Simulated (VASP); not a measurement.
Here is a VASP 6.6.1 calculation.

POSCAR

```
Ca
1.0
   -2.2052049036      2.2052049036      2.1961148100
    2.2052049036     -2.2052049036      2.1961148100
    2.2052049036      2.2052049036     -2.1961148100
Ca
1
Direct
    0.5000000000      0.5000000000      0.0000000000
```

INCAR.step1

```
  PREC = Accurate
  ENCUT = 520
  ISMEAR = 0
  SIGMA = 0.15
  LREAL = False
  LASPH = True
  NELM = 100
  NBANDS = 11
  GGA = PE
  ALGO = Normal
  EDIFF = 1E-4
  LWAVE = True
  LCHARG = False
```

Contents of INCAR.step2:

```
  PREC = Accurate
  ENCUT = 520
  EDIFF = 1E-6
  ISMEAR = 0
  SIGMA = 0.15
  LREAL = False
  LASPH = True
  NELM = 100
  ALGO = Normal
  ISIF = 2
  LWAVE = False
  LCHARG = True
  METAGGA = R2SCAN
  LMIXTAU = True
  LELF = True
  LVHAR = True
  NBANDS = 11
  ISTART = 1
```

Contents of KPOINTS:

```
regular mesh
0
Gamma
  18 18 18
```

Potentials or basis: VASP PAW PBE potentials, release 64 (Ca_sv).

The run is started by

```sh
$ cat potpaw_PBE.64/Ca_sv/POTCAR > POTCAR
$ cp INCAR.step1 INCAR
$ mpirun -np 1 vasp_std > vasp.out
$ cp INCAR.step2 INCAR
$ mpirun -np 1 vasp_std > vasp.out
```

Q: Estimate the band gap on the k mesh.

A: Zero (bands 5 and 6 overlap by 0.43 eV).

Q: Predict the pressure.

A: 0.3 GPa.

Caveat: the PAW data sets were made with another functional, which shifts forces and pressure a little.
